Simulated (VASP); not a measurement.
Here is a VASP 6.6.1 calculation.

Contents of INCAR:

```
PREC     = Accurate       # precision mode
ENCUT    = 600            # plane-wave cutoff, eV
EDIFF    = 1E-6           # SCF threshold, eV
ISMEAR   = 0              # smearing method
SIGMA    = 0.1            # smearing width, eV
LREAL    = False          # projectors in reciprocal space
LASPH    = True           # aspherical terms in the spheres
NELM     = 100            # most SCF steps
ALGO     = Normal         # electronic algorithm
ISIF     = 3              # what is computed and relaxed
LWAVE    = False          # write WAVECAR
LCHARG   = False          # write CHGCAR
GGA      = PE             # functional
IBRION   = 2              # ionic algorithm
NSW      = 90             # ionic steps
EDIFFG   = -0.04          # ionic threshold
```

Contents of KPOINTS:

```
regular mesh
0
Gamma
  6 6 6
```

Contents of POSCAR:

```
H3Rh
1.0
    3.2522044700      0.0000000000      0.0000000000
    0.0000000000      3.2522044700      0.0000000000
    0.0000000000      0.0000000000      3.2522044700
H Rh
3 1
Direct
    0.0000000000      0.5000000000      0.5000000000
    0.5000000000      0.0000000000      0.5000000000
    0.5000000000      0.5000000000      0.0000000000
    0.5000000000      0.5000000000      0.5000000000
```

Potentials or basis: VASP PAW PBE potentials, release 64 (H, Rh_pv).

Launch:

```sh
$ cat potpaw_PBE.64/H/POTCAR potpaw_PBE.64/Rh_pv/POTCAR > POTCAR
$ mpirun -np 1 vasp_std > vasp.out
```

**Question.** What does it give for the space group after relaxing (to 0.05 Å)?

**Answer.** Pm-3m (No. 221).

**Question.** Estimate the relaxed cell.

**Answer.** a = 3.331 Å, b = 3.331 Å, c = 3.331 Å, α = 90.00°, β = 90.00°, γ = 90.00°.

**Question.** Predict the relaxed volume.

**Answer.** 9.24 Å³/atom.

The path:
| step | energy change (eV) | largest force (eV/Å) | pressure (GPa) | volume (Å³) |
| --- | --- | --- | --- | --- |
| 1 | 0.0000 | 0.0000 | 7.69 | 34.40 |
| 2 | -0.0557 | 0.0000 | 1.13 | 36.49 |
| 3 | -0.0573 | 0.0000 | -0.04 | 36.94 |
